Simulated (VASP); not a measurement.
A run of VASP 6.6.1 is set up as follows.

The input INCAR:

```
PREC = Accurate
ENCUT = 520
EDIFF = 1E-7
ISMEAR = -1
SIGMA = 0.08
LREAL = False
LASPH = True
NELM = 100
ALGO = Normal
ISIF = 2
LWAVE = False
LCHARG = False
GGA = PE
NBANDS = 11
```

KPOINTS

```
regular mesh
0
Gamma
  11 11 11
```

The input POSCAR:

```
BeTe
1.0
    0.0000000000      2.8322721284      2.8322721284
    2.8322721284      0.0000000000      2.8322721284
    2.8322721284      2.8322721284      0.0000000000
Be Te
1 1
Direct
    0.0000000000      0.0000000000      0.0000000000
    0.2500000000      0.2500000000      0.2500000000
```

Potentials or basis: VASP PAW PBE potentials, release 64 (Be, Te).

The run is started by

```sh
$ cat potpaw_PBE.64/Be/POTCAR potpaw_PBE.64/Te/POTCAR > POTCAR
$ mpirun -np 1 vasp_std > vasp.out
```

(1) Estimate the pressure.

(2) Estimate the band gap on the k mesh.

## Answers

(1) 0.1 GPa.

(2) 2.04 eV, indirect (least direct gap 3.62 eV).

Caveat: spin-orbit coupling is left out, which moves the levels of the heavy elements.
